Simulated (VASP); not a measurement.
Here is a VASP 6.6.1 calculation.

Contents of INCAR:

```
PREC     = Accurate       # precision mode
ENCUT    = 520            # plane-wave cutoff, eV
EDIFF    = 1E-6           # SCF threshold, eV
ISMEAR   = 0              # smearing method
SIGMA    = 0.02           # smearing width, eV
LREAL    = False          # projectors in reciprocal space
LASPH    = True           # aspherical terms in the spheres
NELM     = 60             # most SCF steps
ALGO     = Normal         # electronic algorithm
ISIF     = 2              # what is computed and relaxed
LWAVE    = False          # write WAVECAR
LCHARG   = False          # write CHGCAR
GGA      = PE             # functional
IBRION   = 2              # ionic algorithm
NSW      = 60             # ionic steps
EDIFFG   = -0.002         # ionic threshold
```

KPOINTS

```
Automatic mesh
0
Gamma
  9 9 6
```

The input POSCAR:

```
C
1.0
    2.5112152754      0.0000000000      0.0000000000
   -1.2556076377      2.1747762229      0.0000000000
    0.0000000000      0.0000000000      4.2430102239
C
4
Direct
    0.3333333333      0.6666666667     -0.0003907681
    0.6666666667      0.3333333333      0.4996092319
    0.3333333333      0.6666666667      0.3743907681
    0.6666666667      0.3333333333      0.8743907681
```

Potentials or basis: VASP PAW PBE potentials, release 64 (C).

Launch:

```bash
$ cat potpaw_PBE.64/C/POTCAR > POTCAR
$ mpirun -np 1 vasp_std > vasp.out
```

Task: What does it give for the energy gained by relaxing?

Result: 0.0 meV/atom.

Task: Predict the band gap on the k mesh.

Result: 3.39 eV, indirect (least direct gap 4.88 eV).

Stress tensor (GPa, compression positive):
```
  0.65   0.00   0.00
  0.00   0.65   0.00
  0.00   0.00 -17.75
```

Caveat: the cell differs from its parent crystal (strained cell). A k mesh can miss the band edges.
